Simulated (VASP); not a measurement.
A run of VASP 6.6.1 is set up as follows.

The input INCAR:

```
PREC     = Accurate       # precision mode
ENCUT    = 520            # plane-wave cutoff, eV
EDIFF    = 1E-6           # SCF threshold, eV
ISMEAR   = -1             # smearing method
SIGMA    = 0.08           # smearing width, eV
LREAL    = False          # projectors in reciprocal space
LASPH    = True           # aspherical terms in the spheres
NELM     = 80             # most SCF steps
ALGO     = Normal         # electronic algorithm
ISIF     = 2              # what is computed and relaxed
LWAVE    = False          # write WAVECAR
LCHARG   = False          # write CHGCAR
GGA      = CA             # functional
NBANDS   = 11             # bands
```

The input KPOINTS:

```
Automatic mesh
0
Gamma
  12 12 12
```

Contents of POSCAR:

```
Ca
1.0
    0.0000000000      2.6714644531      2.6714644531
    2.6714644531      0.0000000000      2.6714644531
    2.6714644531      2.6714644531      0.0000000000
Ca
1
Direct
    0.0000000000      0.0000000000      0.0000000000
```

Potentials or basis: VASP PAW LDA potentials, release 64 (Ca_sv).

The run is started by

```sh
$ cat potpaw_LDA.64/Ca_sv/POTCAR > POTCAR
$ mpirun -np 1 vasp_std > vasp.out
```

**Question.** What does it give for the pressure?

**Answer.** 0.0 GPa.

**Question.** What does it give for the band gap on the k mesh?

**Answer.** Zero (band 5 reaches 2.31 eV, above the bottom of band 6 at 2.18 eV).
